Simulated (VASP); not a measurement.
# SnO2 in VASP: notebook

SnO2 is run at these levels: PBE, PBEsol, BLYP+D3(BJ), revPBE; tasks: single point.

All numbers are computed with VASP 6.6.1; they aren't measurements. Logs are shortened: lines on timing, memory, paths and dates and some standing lists are left out, and cuts for length are marked.

### Step 1. The cell of the first run

Symmetry: Imma, No. 74, orthorhombic system. Conventional cell: a = 6.498 Å, b = 6.829 Å, c = 6.828 Å, α = 90.00°, β = 90.00°, γ = 90.00°. Within 2.8 Å of Sn (site symmetry 2/m) lie 6 O at 2.09 Å. Sn (site symmetry mm2) has 6 O at 2.09 to 2.10 Å within 2.8 Å. Within 2.8 Å of O (site symmetry m) lie 3 Sn at 2.09 to 2.10 Å and 1 O at 2.64 Å. Within 2.8 Å of O (site symmetry m) lie 3 Sn at 2.09 Å and 1 O at 2.64 Å.

### Step 2. Single point, PBE

File INCAR:

```
SYSTEM = SnO2
PREC     = Accurate       ! precision mode
ENCUT    = 520            ! plane-wave cutoff, eV
EDIFF    = 1E-6           ! SCF threshold, eV
ISMEAR   = -1             ! smearing method
SIGMA    = 0.05           ! smearing width, eV
LREAL    = .False.        ! projectors in reciprocal space
LASPH    = .True.         ! aspherical terms in the spheres
NELM     = 60             ! most SCF steps
ALGO     = Normal         ! electronic algorithm
ISIF     = 2              ! what is computed and relaxed
LWAVE    = .False.        ! write WAVECAR
LCHARG   = .False.        ! write CHGCAR
GGA      = PE             ! functional
NBANDS   = 64             ! bands
```

File KPOINTS:

```
Automatic mesh
0
Gamma
  6 6 6
  0 0 0
```

File POSCAR:

```
SnO2
1.0
   -3.2488970000      3.4144700000      3.4140210000
    3.2488970000     -3.4144700000      3.4140210000
    3.2488970000      3.4144700000     -3.4140210000
Sn O
4 8
Direct
    0.5000000000      0.0000000000      0.0000000000
    0.5000000000      0.5000000000      0.5000000000
    0.0035990000      0.7535990000      0.2500000000
    0.9964010000      0.2464010000      0.7500000000
    0.8064960000      0.8037740000      0.4972780000
    0.8064960000      0.3092180000      0.0027220000
    0.3024350000      0.2459400000      0.0564950000
    0.6894450000      0.2459400000      0.4435050000
    0.3105550000      0.7540600000      0.5564950000
    0.1935040000      0.6907820000      0.9972780000
    0.6975650000      0.7540600000      0.9435050000
    0.1935040000      0.1962260000      0.5027220000
```

Potentials or basis: VASP PAW PBE potentials, release 64 (Sn_d, O).

The run is started by

```
> cat potpaw_PBE.64/Sn_d/POTCAR potpaw_PBE.64/O/POTCAR > POTCAR
> mpirun -np 1 vasp_std > vasp.out
```

OUTCAR:

```text
SYSTEM = SnO2
   PREC = Accurate
   ENCUT = 520
   EDIFF = 1E-6
   ISMEAR = -1
   LREAL = .False.
   LASPH = .True.
   NELM = 60
   ISIF = 2
   GGA = PE

 ion  position               nearest neighbor table
   1  0.500  0.000  0.000-   6 2.09  10 2.09   7 2.09  11 2.09   8 2.09   9 2.09   2 3.25   2 3.25

   2  0.500  0.500  0.500-   5 2.09  12 2.09   9 2.09   8 2.09  11 2.09   7 2.09   1 3.25   1 3.25

   3  0.004  0.754  0.250-  10 2.09  12 2.09   9 2.09  11 2.09   5 2.10   6 2.10   4 3.25   4 3.25

   4  0.996  0.246  0.750-   6 2.09   5 2.09   8 2.09   7 2.09  12 2.10  10 2.10   3 3.25   3 3.25

   5  0.806  0.804  0.497-   4 2.09   2 2.09   3 2.10
   6  0.806  0.309  0.003-   4 2.09   1 2.09   3 2.10
   7  0.302  0.246  0.056-   4 2.09   1 2.09   2 2.09
   8  0.689  0.246  0.444-   4 2.09   2 2.09   1 2.09
   9  0.311  0.754  0.556-   3 2.09   2 2.09   1 2.09
  10  0.194  0.691  0.997-   3 2.09   1 2.09   4 2.10
  11  0.698  0.754  0.944-   3 2.09   1 2.09   2 2.09
  12  0.194  0.196  0.503-   3 2.09   2 2.09   4 2.10

  LATTYP: Found a body centered orthorhombic cell.
 ALAT       =     6.4977940000
 B/A-ratio  =     1.0508246337
 C/A-ratio  =     1.0509628345

  Lattice vectors:

 A1 = (  -3.2488970000,  -3.4144700000,   3.4140210000)
 A2 = (   3.2488970000,  -3.4144700000,  -3.4140210000)
 A3 = (   3.2488970000,   3.4144700000,   3.4140210000)

Analysis of symmetry for initial positions (statically):
=====================================================================
 Subroutine PRICEL returns:
 Original cell was already a primitive cell.

 Routine SETGRP: Setting up the symmetry group for a
 body centered orthorhombic supercell.

 Subroutine GETGRP returns: Found  8 space group operations
 (whereof  4 operations were pure point group operations)
 out of a pool of  8 trial point group operations.

The static configuration has the point symmetry C_2h.
 The point group associated with its full space group is D_2h.

Analysis of symmetry for dynamics (positions and initial velocities):
=====================================================================
 Subroutine PRICEL returns:
 Original cell was already a primitive cell.

 Routine SETGRP: Setting up the symmetry group for a
 body centered orthorhombic supercell.

 Subroutine GETGRP returns: Found  8 space group operations
 (whereof  4 operations were pure point group operations)
 out of a pool of  8 trial point group operations.

The dynamic configuration has the point symmetry C_2h.
 The point group associated with its full space group is D_2h.

 Subroutine INISYM returns: Found  8 space group operations
 (whereof  4 operations are pure point group operations),
 and found     1 'primitive' translations

----------------------------------------------------------------------------------------

                                     Primitive cell

  volume of cell :     151.4905

  direct lattice vectors                    reciprocal lattice vectors
    -3.248897000  3.414470000  3.414021000     0.000000000  0.146435611  0.146454869
     3.248897000 -3.414470000  3.414021000     0.153898385  0.000000000  0.146454869
     3.248897000  3.414470000 -3.414021000     0.153898385  0.146435611  0.000000000

  length of vectors
     5.819748834  5.819748834  5.819748834     0.207104845  0.212447032  0.212433756

  position of ions in fractional coordinates (direct lattice)
     0.500000000  0.000000000  0.000000000
     0.500000000  0.500000000  0.500000000
     0.003599000  0.753599000  0.250000000
     0.996401000  0.246401000  0.750000000
     0.806496000  0.803774000  0.497278000
     0.806496000  0.309218000  0.002722000
     0.302435000  0.245940000  0.056495000
     0.689445000  0.245940000  0.443505000
     0.310555000  0.754060000  0.556495000
     0.193504000  0.690782000  0.997278000
     0.697565000  0.754060000  0.943505000
     0.193504000  0.196226000  0.502722000

  ion indices of the primitive-cell ions
   primitive index   ion index
                 1           1
                 2           2
                 3           3
                 4           4
                 5           5
                 6           6
                 7           7
                 8           8
                 9           9
                10          10
                11          11
                12          12

----------------------------------------------------------------------------------------

 KPOINTS: Automatic mesh

Automatic generation of k-mesh.
 Grid dimensions read from file:
 generate k-points for:    6    6    6

 Generating k-lattice:

  Cartesian coordinates                     Fractional coordinates (reciprocal lattice)
     0.000000000  0.024405935  0.024409145     0.166666667  0.000000000 -0.000000000
     0.025649731  0.000000000  0.024409145     0.000000000  0.166666667 -0.000000000
     0.025649731  0.024405935  0.000000000     0.000000000  0.000000000  0.166666667

  Length of vectors
     0.034517474  0.035407839  0.035405626

  Shift w.r.t. Gamma in fractional coordinates (k-lattice)
     0.000000000  0.000000000  0.000000000

 Subroutine IBZKPT returns following result:
 ===========================================

 Found     46 irreducible k-points:

 Following reciprocal coordinates:
            Coordinates               Weight
  0.000000  0.000000  0.000000      1.000000
  0.166667  0.000000  0.000000      4.000000
  0.333333  0.000000  0.000000      4.000000
  0.500000  0.000000 -0.000000      2.000000
 -0.000000  0.166667  0.000000      4.000000
  0.166667  0.166667  0.000000      8.000000
[... 16 lines left out ...]
 -0.166667  0.166667  0.166667      2.000000
  0.166667  0.333333  0.166667      4.000000
 [... further k-points ...]
   k-points           NKPTS =     46   k-points in BZ     NKDIM =     46   number of bands    NBANDS=     64
   number of dos      NEDOS =    301   number of ions     NIONS =     12
   total plane-waves  NPLWV = 110592
   dimension x,y,z NGX =    48 NGY =   48 NGZ =   48
   dimension x,y,z NGXF=    96 NGYF=   96 NGZF=   96
   ions per type =               4   8
   NGX,Y,Z   is equivalent  to a cutoff of  13.71, 13.71, 13.71 a.u.
   NGXF,Y,Z  is equivalent  to a cutoff of  27.42, 27.42, 27.42 a.u.
 SYSTEM =  SnO2
   PREC   = accura    normal or accurate (medium, high low for compatibility)
   ISTART =      0    job   : 0-new  1-cont  2-samecut
   ICHARG =      2    charge: 1-file 2-atom 10-const
   ISPIN  =      1    spin polarized calculation?
   LNONCOLLINEAR =      F non collinear calculations
   LSORBIT =      F    spin-orbit coupling
   LASPH  =      T    aspherical Exc in radial PAW
   ENCUT  =  520.0 eV  38.22 Ry    6.18 a.u.  10.82 10.82 10.82*2*pi/ulx,y,z
   NELM   =     60;   NELMIN=  2; NELMDL= -5     # of ELM steps
   EDIFF  = 0.1E-05   stopping-criterion for ELM
   LREAL  =      F    real-space projection
   EDIFFG = 0.1E-04   stopping-criterion for IOM
   NSW    =      0    number of steps for IOM
   IBRION =     -1    ionic relax: 0-MD 1-quasi-New 2-CG
   NFREE  =      0    steps in history (QN), initial steepest desc. (CG)
   ISIF   =      2    stress and relaxation
   ISYM   =      2    0-nonsym 1-usesym 2-fastsym
   POTIM  = 0.5000    time-step for ionic-motion
   TEBEG  =    0.0;   TEEND  =   0.0 temperature during run
   PSTRESS=    0.0 pullay stress
   NELECT =     104.0000    total number of electrons
   NUPDOWN=      -1.0000    fix difference up-down
   EMIN   =  10.00;   EMAX   =-10.00  energy-range for DOS
   EFERMI =   0.00;   METHOD = LEGACY
   ISMEAR =    -1;   SIGMA  =   0.05  broadening in eV -4-tet -1-fermi 0-gaus
   EFERMI_NEDOS =   21; number of points for ismear=-14 and -15
   IALGO  =     38    algorithm
   IMIX   =      4    mixing-type and parameters
     AMIX     =   0.40;   BMIX     =  1.00
     AMIX_MAG =   1.60;   BMIX_MAG =  1.00
  volume/ion in A,a.u.               =      12.62        85.19
  Fermi-wavevector in a.u.,A,eV,Ry     =   1.444189  2.729122 28.377438  2.085683
  Thomas-Fermi vector in A             =   2.562512
   LORBIT       =      0    0 simple, 1 ext, 2 COOP (PROOUT), +10 PAW based schemes
   GGA     = PE    functional components
   LHFCALC =     F    Hartree Fock is set to
   AEXX    =    0.0000 exact exchange contribution
   IVDW    =     0    specifies the selected vdW correction
   LEPSILON=     F    determine dielectric tensor
   LRPA    =     F    only Hartree local field effects (RPA)
 non-spin polarized calculation
  energy-cutoff  :      520.00
  volume of cell :      151.49
 maximum number of plane-waves:      4102
 NGX is ok and might be reduce to    48
   NGX = 21   NGY = 21   NGZ = 21

 number of electron     104.0000018 magnetization

 Free energy of the ion-electron system (eV)
  ---------------------------------------------------
  ext. energy  EPLUGINS =         0.00000000
  ---------------------------------------------------
  free energy    TOTEN  =       -74.61945019 eV

  energy without entropy =      -74.61942550  energy(sigma->0) =      -74.61943785

 E-fermi :   5.8200     XC(G=0): -10.9584

 val. band max:        5.4890639637   @ k =   0.0000   0.0000   0.0000
 cond. band min:       6.1046154858   @ k =   0.0000   0.0000   0.0000
 fundamental gap:      0.6155515221
 Fermi energy:         5.8199937050

 k-point     1 :       0.0000    0.0000    0.0000
  band No.  band energies     occupation
      1     -15.5390      2.00000
      2     -15.3294      2.00000
      3     -15.3289      2.00000
      4     -14.9286      2.00000
      5     -14.9283      2.00000
      6     -14.8787      2.00000
[... 56 lines left out ...]
     63      15.9918      0.00000
     64      15.9987      0.00000

 k-point     2 :       0.1667    0.0000    0.0000
  band No.  band energies     occupation
      1     -15.5019      2.00000
      2     -15.3780      2.00000
      3     -15.3776      2.00000
      4     -14.9202      2.00000
      5     -14.8570      2.00000
      6     -14.8568      2.00000
[... 1530 lines left out ...]
     63      14.9392      0.00000
     64      14.9676      0.00000

 [... further k-points ...]

------------------------ aborting loop because EDIFF is reached ----------------------------------------

  FORCE on cell =-STRESS in cart. coord.  units (eV):
  Direction    XX          YY          ZZ          XY          YZ          ZX
  --------------------------------------------------------------------------------------
  -------------------------------------------------------------------------------------
  Total       -0.5501846     -0.0497210     -0.0232604      0.0000000      0.0000000      0.0000000
  in kB       -5.8188024     -0.5258536     -0.2460037      0.0000000      0.0000000      0.0000000
  external PRESSURE =      -2.1968866 kB  Pullay stress =       0.0000000 kB

 VOLUME and BASIS-vectors are now :
 -----------------------------------------------------------------------------
  energy-cutoff  :      520.00
  volume of cell :      151.49
      direct lattice vectors                 reciprocal lattice vectors
    -3.248897000  3.414470000  3.414021000     0.000000000  0.146435611  0.146454869
     3.248897000 -3.414470000  3.414021000     0.153898385  0.000000000  0.146454869
     3.248897000  3.414470000 -3.414021000     0.153898385  0.146435611  0.000000000

 POSITION                                       TOTAL-FORCE (eV/Angst)
 -----------------------------------------------------------------------------------
     -1.62445      1.70724      1.70701        -0.000000      0.000000     -0.000000
      1.62445      1.70724      1.70701        -0.000000      0.000000      0.000000
      3.24890     -1.70723      1.73158        -0.000000      0.000000     -0.058493
      0.00000      5.12171      1.68244         0.000000     -0.000000      0.058493
      1.60676      1.70724      3.79978         0.031536     -0.000000      0.015657
     -1.60676      1.70723      3.79978        -0.031536      0.000000      0.015657
     -0.00000      0.38580      1.67929        -0.000000      0.016438      0.031591
      0.00000      3.02867      1.67929         0.000000     -0.016438      0.031591
      3.24890      0.38580      1.73473         0.000000      0.016438     -0.031591
      4.85566      1.70723     -0.38576         0.031536     -0.000000     -0.015657
      3.24890      3.02867      1.73473         0.000000     -0.016438     -0.031591
      1.64214      1.70723     -0.38576        -0.031536      0.000000     -0.015657
 -----------------------------------------------------------------------------------
    total drift:                                0.000000      0.000000     -0.000000

  FREE ENERGIE OF THE ION-ELECTRON SYSTEM (eV)
  ---------------------------------------------------
  free  energy   TOTEN  =       -74.6194501936 eV

  energy  without entropy=      -74.6194255020  energy(sigma->0) =      -74.61943785
```

It took 7.8 min on 1 thread of Intel Xeon Platinum 8375C at 2.90GHz (Ice Lake), shared host; peak memory 0.51 GiB.

What came out:

| Item | Value |
| --- | --- |
| Free energy | -74.6195 eV |
| Pressure | -0.2 GPa |
| Largest force | 0.058 eV/Å |
| Band gap on the k mesh | 0.62 eV |

Forces in eV/Å, atoms in the order of the input:
```
Sn   0.000  0.000  0.000
Sn   0.000  0.000  0.000
Sn   0.000  0.000 -0.058
Sn   0.000  0.000  0.058
O    0.032  0.000  0.016
O   -0.032  0.000  0.016
O    0.000  0.016  0.032
O    0.000 -0.016  0.032
O    0.000  0.016 -0.032
O    0.032  0.000 -0.016
O    0.000 -0.016 -0.032
O   -0.032  0.000 -0.016
```

Stress tensor (GPa, compression positive):
```
-0.58  0.00  0.00
 0.00 -0.05  0.00
 0.00  0.00 -0.02
```

Levels at points of the mesh, in eV from the valence-band top:
| k point | band 48 | band 49 | band 50 | band 51 | band 52 | band 53 | band 54 | band 55 | band 56 | band 57 |
| --- | --- | --- | --- | --- | --- | --- | --- | --- | --- | --- |
| (0.00, 0.00, 0.00) | -0.78 | -0.77 | -0.73 | -0.72 | 0.00 | 0.62 | 4.30 | 4.31 | 5.63 | 6.02 |
| (0.50, 0.00, 0.00) | -1.01 | -0.75 | -0.74 | -0.60 | -0.59 | 3.84 | 3.84 | 5.79 | 5.80 | 6.76 |
| (0.00, 0.50, 0.00) | -1.06 | -0.81 | -0.80 | -0.50 | -0.47 | 3.96 | 3.96 | 5.54 | 5.56 | 8.30 |
| (0.50, 0.50, 0.00) | -1.06 | -0.80 | -0.80 | -0.48 | -0.48 | 3.96 | 3.96 | 5.55 | 5.55 | 8.29 |
| (0.50, 0.50, 0.50) | -1.33 | -1.17 | -1.17 | -0.84 | -0.84 | 4.22 | 4.22 | 5.53 | 5.53 | 7.11 |

Caveat: spin-orbit coupling is left out, which moves the levels of the heavy elements.

[end of part 1 of 3]
